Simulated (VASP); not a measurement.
# ZrB2 (P6/mmm) in VASP: a series of runs

ZrB2 is run at these levels: LDA; tasks: electric field gradients.

Program: VASP 6.6.1. These are calculated values, not measurements. Logs are shortened: lines on timing, memory, paths and dates and some standing lists are left out, and cuts for length are marked.

**1. The cell of the first run**

Symmetry: P6/mmm, No. 191, hexagonal system. The conventional cell has a = 3.176 Å, b = 3.176 Å, c = 3.532 Å, α = 90.00°, β = 90.00°, γ = 120.00°. Within 3.4 Å of Zr (site symmetry 6/mmm) lie 12 B at 2.55 Å and 6 Zr at 3.18 Å. B (site symmetry -6m2) has 3 B at 1.83 Å within 2.4 Å.

**2. Electric field gradients, LDA (volume scaled by 1.01)**

Contents of INCAR:

```
  PREC = Accurate
  ENCUT = 520
  EDIFF = 1E-8
  ISMEAR = -1
  SIGMA = 0.05
  LREAL = F
  LASPH = T
  NELM = 100
  ALGO = Normal
  ISIF = 2
  LWAVE = F
  LCHARG = F
  GGA = CA
  LEFG = T
  NBANDS = 16
```

Contents of KPOINTS:

```
Automatic mesh
0
Gamma
  12 12 9
```

Contents of POSCAR:

```
ZrB2
1.0
    3.1755148523      0.0000000000      0.0000000000
   -1.5877574262      2.7500765323      0.0000000000
    0.0000000000      0.0000000000      3.5316944381
Zr B
1 2
Direct
    0.0000000000      0.0000000000      0.0000000000
    0.3333333333      0.6666666667      0.5000000000
    0.6666666667      0.3333333333      0.5000000000
```

Potentials or basis: VASP PAW LDA potentials, release 64 (Zr_sv, B).

The run is started by

```sh
$ cat potpaw_LDA.64/Zr_sv/POTCAR potpaw_LDA.64/B/POTCAR > POTCAR
$ mpirun -np 1 vasp_std > vasp.out
```

OUTCAR:

```text
PREC = Accurate
   ENCUT = 520
   EDIFF = 1E-8
   ISMEAR = -1
   LREAL = F
   LASPH = T
   NELM = 100
   ISIF = 2
   GGA = CA

 ion  position               nearest neighbor table
   1  0.000  0.000  0.000-   2 2.55   3 2.55   2 2.55   3 2.55   3 2.55   3 2.55   2 2.55   2 2.55
                             3 2.55   3 2.55   2 2.55   2 2.55
   2  0.333  0.667  0.500-   3 1.83   3 1.83   3 1.83   1 2.55   1 2.55   1 2.55   1 2.55   1 2.55
                             1 2.55
   3  0.667  0.333  0.500-   2 1.83   2 1.83   2 1.83   1 2.55   1 2.55   1 2.55   1 2.55   1 2.55
                             1 2.55

  LATTYP: Found a hexagonal cell.
 ALAT       =     3.1755148523
 C/A-ratio  =     1.1121643583

  Lattice vectors:

 A1 = (   3.1755148523,   0.0000000000,   0.0000000000)
 A2 = (  -1.5877574262,   2.7500765323,   0.0000000000)
 A3 = (   0.0000000000,   0.0000000000,   3.5316944381)

Analysis of symmetry for initial positions (statically):
=====================================================================
 Subroutine PRICEL returns:
 Original cell was already a primitive cell.

 Routine SETGRP: Setting up the symmetry group for a
 hexagonal supercell.

 Subroutine GETGRP returns: Found 24 space group operations
 (whereof 24 operations were pure point group operations)
 out of a pool of 24 trial point group operations.

The static configuration has the point symmetry D_6h.

Analysis of symmetry for dynamics (positions and initial velocities):
=====================================================================
 Subroutine PRICEL returns:
 Original cell was already a primitive cell.

 Routine SETGRP: Setting up the symmetry group for a
 hexagonal supercell.

 Subroutine GETGRP returns: Found 24 space group operations
 (whereof 24 operations were pure point group operations)
 out of a pool of 24 trial point group operations.

The dynamic configuration has the point symmetry D_6h.

 Subroutine INISYM returns: Found 24 space group operations
 (whereof 24 operations are pure point group operations),
 and found     1 'primitive' translations

[... 138 lines left out ...]
  ext. energy  EPLUGINS =         0.00000000
  ---------------------------------------------------
  free energy    TOTEN  =       -27.45322542 eV

  energy without entropy =      -27.45123215  energy(sigma->0) =      -27.45222879

 E-fermi :  10.4964     XC(G=0): -12.5725

 val. band max:       10.3406279824   @ k =   0.0833   0.0833   0.3333
 cond. band min:      10.4982851127   @ k =   0.1667   0.1667   0.1111
 fundamental gap:      0.1576571304
 Fermi energy:        10.4964479170

 k-point     1 :       0.0000    0.0000    0.0000
  band No.  band energies     occupation
      1     -37.9282      2.00000
      2     -16.2693      2.00000
      3     -15.7122      2.00000
      4     -15.7122      2.00000
      5      -2.1184      2.00000
      6       7.7937      2.00000
[... 433 lines left out ...]
      3     -16.1774      2.00000
      4     -15.8695      2.00000
      5      -0.0785      2.00000
      6       4.0576      2.00000
[... 8 lines left out ...]
     15      18.0449      0.00000
     16      20.9558      0.00000

 [... further k-points ...]

------------------------ aborting loop because EDIFF is reached ----------------------------------------

  FORCE on cell =-STRESS in cart. coord.  units (eV):
  Direction    XX          YY          ZZ          XY          YZ          ZX
  --------------------------------------------------------------------------------------
  -------------------------------------------------------------------------------------
  Total       -1.8464949     -1.8464949     -1.5661832      0.0000000      0.0000000      0.0000000
  in kB      -95.9216490    -95.9216490    -81.3600296      0.0000000      0.0000000      0.0000000
  external PRESSURE =     -91.0677758 kB  Pullay stress =       0.0000000 kB

 VOLUME and BASIS-vectors are now :
 -----------------------------------------------------------------------------
  energy-cutoff  :      520.00
  volume of cell :       30.84
      direct lattice vectors                 reciprocal lattice vectors
     3.175514852  0.000000000  0.000000000     0.314909565  0.181813122  0.000000000
    -1.587757426  2.750076532  0.000000000     0.000000000  0.363626244  0.000000000
     0.000000000  0.000000000  3.531694438     0.000000000  0.000000000  0.283150204

 POSITION                                       TOTAL-FORCE (eV/Angst)
 -----------------------------------------------------------------------------------
      0.00000      0.00000      0.00000        -0.000000      0.000000      0.000000
     -0.00000      1.83338      1.76585        -0.000000     -0.000000      0.000000
      1.58776      0.91669      1.76585         0.000000      0.000000      0.000000
 -----------------------------------------------------------------------------------
    total drift:                               -0.000000      0.000000      0.000000

  FREE ENERGIE OF THE ION-ELECTRON SYSTEM (eV)
  ---------------------------------------------------
  free  energy   TOTEN  =       -27.4532254245 eV

  energy  without entropy=      -27.4512321490  energy(sigma->0) =      -27.45222879

 Electric field gradients (V/A^2)
---------------------------------------------------------------------
 ion       V_xx      V_yy      V_zz      V_xy      V_xz      V_yz
---------------------------------------------------------------------
   1     -22.371   -22.371    44.743    -0.000    -0.000     0.000
   2      -0.880    -0.880     1.760    -0.000     0.000    -0.000
   3      -0.880    -0.880     1.760    -0.000    -0.000     0.000
---------------------------------------------------------------------

 Electric field gradients after diagonalization (V/A^2)
 (convention: |V_zz| > |V_xx| > |V_yy|)
----------------------------------------------------------------------
 ion       V_xx      V_yy      V_zz     asymmetry (V_yy - V_xx)/ V_zz
----------------------------------------------------------------------
   1     -22.371   -22.371    44.743       0.000
   2      -0.880    -0.880     1.760       0.000
   3      -0.880    -0.880     1.760       0.000
----------------------------------------------------------------------

           NMR quadrupolar parameters

 Cq : quadrupolar parameter    Cq=e*Q*V_zz/h
 eta: asymmetry parameters     (V_yy - V_xx)/ V_zz
 Q  : nuclear electric quadrupole moment in mb (millibarn)
----------------------------------------------------------------------
 ion       Cq(MHz)       eta       Q (mb)
----------------------------------------------------------------------
   1       0.108       0.000       1.000
   2       0.004       0.000       1.000
   3       0.004       0.000       1.000
----------------------------------------------------------------------
```

Run time: 30 s. Hardware: 1 thread of Intel Xeon Platinum 8259CL at 2.50GHz (Skylake/Cascade Lake), shared host; peak memory 0.16 GiB.

Results:

- Free energy: -27.4532 eV
- Pressure: -9.1 GPa
- Band gap on the k mesh: zero (band 9 reaches 11.16 eV, above the bottom of band 10 at 9.90 eV)

Levels at points of the mesh, in eV from the Fermi level:
```csv
k point,band 7,band 8,band 9,band 10,band 11,band 12
"(0.00, 0.00, 0.00)",-2.70,-2.65,-2.35,3.28,3.28,4.07
"(0.50, 0.00, 0.00)",-3.93,-3.10,-2.75,2.18,2.21,4.80
```

Electric field gradients, principal values (V/Å²):
```
atom    least   middle  greatest (by size)
1 Zr  -22.371  -22.371              44.743
 2 B   -0.880   -0.880               1.760
 3 B   -0.880   -0.880               1.760
```

Caveat: without QUAD_EFG the Cq values of the log hold for a quadrupole moment of 1 mb, not for the nuclei.

**3. Electric field gradients, LDA (volume scaled by 1.02)**

Contents of INCAR:

```
ALGO     = Normal         # electronic algorithm
EDIFF    = 1E-8           # SCF threshold, eV
ENCUT    = 520            # plane-wave cutoff, eV
GGA      = CA             # functional
ISIF     = 2              # what is computed and relaxed
ISMEAR   = -1             # smearing method
LASPH    = T              # aspherical terms in the spheres
LCHARG   = F              # write CHGCAR
LEFG     = T            
LREAL    = F              # projectors in reciprocal space
LWAVE    = F              # write WAVECAR
NBANDS   = 16             # bands
NELM     = 80             # most SCF steps
PREC     = Accurate       # precision mode
SIGMA    = 0.05           # smearing width, eV
```

Contents of KPOINTS:

```
k-points
0
Gamma
  12 12 9
```

Contents of POSCAR:

```
ZrB2
1.0
    3.1859607001      0.0000000000      0.0000000000
   -1.5929803501      2.7591229018      0.0000000000
    0.0000000000      0.0000000000      3.5433119376
Zr B
1 2
Direct
    0.0000000000      0.0000000000      0.0000000000
    0.3333333333      0.6666666667      0.5000000000
    0.6666666667      0.3333333333      0.5000000000
```

Potentials or basis: VASP PAW LDA potentials, release 64 (Zr_sv, B).

The run is started by

```sh
$ cat potpaw_LDA.64/Zr_sv/POTCAR potpaw_LDA.64/B/POTCAR > POTCAR
$ mpirun -np 1 vasp_std > vasp.out
```

OUTCAR:

```text
EDIFF = 1E-8
   ENCUT = 520
   GGA = CA
   ISIF = 2
   ISMEAR = -1
   LASPH = T
   LREAL = F
   NELM = 80
   PREC = Accurate

 ion  position               nearest neighbor table
   1  0.000  0.000  0.000-   2 2.55   3 2.55   2 2.55   3 2.55   3 2.55   3 2.55   2 2.55   2 2.55
                             3 2.55   3 2.55   2 2.55   2 2.55
   2  0.333  0.667  0.500-   3 1.84   3 1.84   3 1.84   1 2.55   1 2.55   1 2.55   1 2.55   1 2.55
                             1 2.55
   3  0.667  0.333  0.500-   2 1.84   2 1.84   2 1.84   1 2.55   1 2.55   1 2.55   1 2.55   1 2.55
                             1 2.55

  LATTYP: Found a hexagonal cell.
 ALAT       =     3.1859607001
 C/A-ratio  =     1.1121643583

  Lattice vectors:

 A1 = (   3.1859607001,   0.0000000000,   0.0000000000)
 A2 = (  -1.5929803501,   2.7591229018,   0.0000000000)
 A3 = (   0.0000000000,   0.0000000000,   3.5433119376)

Analysis of symmetry for initial positions (statically):
[... 657 lines left out ...]
     0.000000000  0.000000000  3.543311938     0.000000000  0.000000000  0.282221836

 POSITION                                       TOTAL-FORCE (eV/Angst)
 -----------------------------------------------------------------------------------
      0.00000      0.00000      0.00000        -0.000000      0.000000     -0.000000
     -0.00000      1.83942      1.77166         0.000000     -0.000000     -0.000000
      1.59298      0.91971      1.77166        -0.000000      0.000000      0.000000
 -----------------------------------------------------------------------------------
    total drift:                               -0.000000      0.000000     -0.000000

  FREE ENERGIE OF THE ION-ELECTRON SYSTEM (eV)
  ---------------------------------------------------
  free  energy   TOTEN  =       -27.4339815630 eV

  energy  without entropy=      -27.4319606510  energy(sigma->0) =      -27.43297111

 Electric field gradients (V/A^2)
---------------------------------------------------------------------
 ion       V_xx      V_yy      V_zz      V_xy      V_xz      V_yz
---------------------------------------------------------------------
   1     -22.295   -22.295    44.590    -0.000    -0.000    -0.000
   2      -0.880    -0.880     1.759    -0.000     0.000    -0.000
   3      -0.880    -0.880     1.759    -0.000     0.000     0.000
---------------------------------------------------------------------

 Electric field gradients after diagonalization (V/A^2)
 (convention: |V_zz| > |V_xx| > |V_yy|)
----------------------------------------------------------------------
 ion       V_xx      V_yy      V_zz     asymmetry (V_yy - V_xx)/ V_zz
----------------------------------------------------------------------
   1     -22.295   -22.295    44.590       0.000
   2      -0.880    -0.880     1.759       0.000
   3      -0.880    -0.880     1.759       0.000
----------------------------------------------------------------------

           NMR quadrupolar parameters

 Cq : quadrupolar parameter    Cq=e*Q*V_zz/h
 eta: asymmetry parameters     (V_yy - V_xx)/ V_zz
 Q  : nuclear electric quadrupole moment in mb (millibarn)
----------------------------------------------------------------------
 ion       Cq(MHz)       eta       Q (mb)
----------------------------------------------------------------------
   1       0.108       0.000       1.000
   2       0.004       0.000       1.000
   3       0.004       0.000       1.000
----------------------------------------------------------------------
```

OSZICAR:

```text
N       E                     dE             d eps       ncg     rms          rms(c)
DAV:   1     0.100164196104E+03    0.10016E+03   -0.96101E+03  3040   0.112E+03
DAV:   2    -0.260087270968E+02   -0.12617E+03   -0.12121E+03  4032   0.291E+02
DAV:   3    -0.301359624319E+02   -0.41272E+01   -0.41109E+01  4656   0.449E+01
DAV:   4    -0.301874586816E+02   -0.51496E-01   -0.51488E-01  3752   0.484E+00
DAV:   5    -0.301885072717E+02   -0.10486E-02   -0.10486E-02  4480   0.472E-01    0.210E+01
DAV:   6    -0.274879060690E+02    0.27006E+01   -0.61506E+00  3944   0.162E+01    0.833E+00
DAV:   7    -0.274396110615E+02    0.48295E-01   -0.60094E-01  4160   0.474E+00    0.321E+00
DAV:   8    -0.274385257049E+02    0.10854E-02   -0.97530E-02  3696   0.248E+00    0.378E-01
DAV:   9    -0.274342595892E+02    0.42661E-02   -0.20136E-02  3840   0.105E+00    0.176E-01
DAV:  10    -0.274339765463E+02    0.28304E-03   -0.15168E-03  3640   0.348E-01    0.399E-02
DAV:  11    -0.274339829398E+02   -0.63935E-05   -0.52924E-05  3968   0.680E-02    0.965E-03
DAV:  12    -0.274339817759E+02    0.11639E-05   -0.26751E-06  3840   0.137E-02    0.604E-03
DAV:  13    -0.274339815567E+02    0.21921E-06   -0.42394E-07  4512   0.574E-03    0.112E-03
DAV:  14    -0.274339815630E+02   -0.62932E-08   -0.24343E-08  3256   0.136E-03
   1 F= -.27433982E+02 E0= -.27432971E+02  d E =-.202091E-02
```

stdout:

```text
POSCAR found type information on POSCAR ZrB
 POSCAR found :  2 types and       3 ions
 scaLAPACK will be used
 LDA part: xc-table for (Slater(with rela. corr.)+CA(PZ))
 , standard interpolation
 POSCAR, INCAR and KPOINTS ok, starting setup
 FFT: planning ... GRIDC
 FFT: planning ... GRID_SOFT
 FFT: planning ... GRID
 WAVECAR not read
 entering main loop
ion   1

ion   2

ion   3
```

Wall time 32 s (1 thread of Intel Xeon Platinum 8259CL at 2.50GHz (Skylake/Cascade Lake), shared host); peak memory 0.16 GiB.

Results:

```
Free energy            : -27.4340 eV
Pressure               : -11.3 GPa
Band gap on the k mesh : zero (band 9 reaches 11.04 eV, above the bottom of band 10 at 9.79 eV)
```

Levels at points of the mesh, in eV from the Fermi level:
| k point | band 7 | band 8 | band 9 | band 10 | band 11 | band 12 |
| --- | --- | --- | --- | --- | --- | --- |
| (0.00, 0.00, 0.00) | -2.68 | -2.63 | -2.35 | 3.24 | 3.24 | 4.02 |
| (0.50, 0.00, 0.00) | -3.90 | -3.09 | -2.72 | 2.16 | 2.18 | 4.74 |

Electric field gradients, principal values (V/Å²):
```tsv
atom	least	middle	greatest (by size)
1 Zr	-22.295	-22.295	44.590
2 B	-0.880	-0.880	1.759
3 B	-0.880	-0.880	1.759
```

Caveat: without QUAD_EFG the Cq values of the log hold for a quadrupole moment of 1 mb, not for the nuclei.

(Part 1 of 3 ends here.)
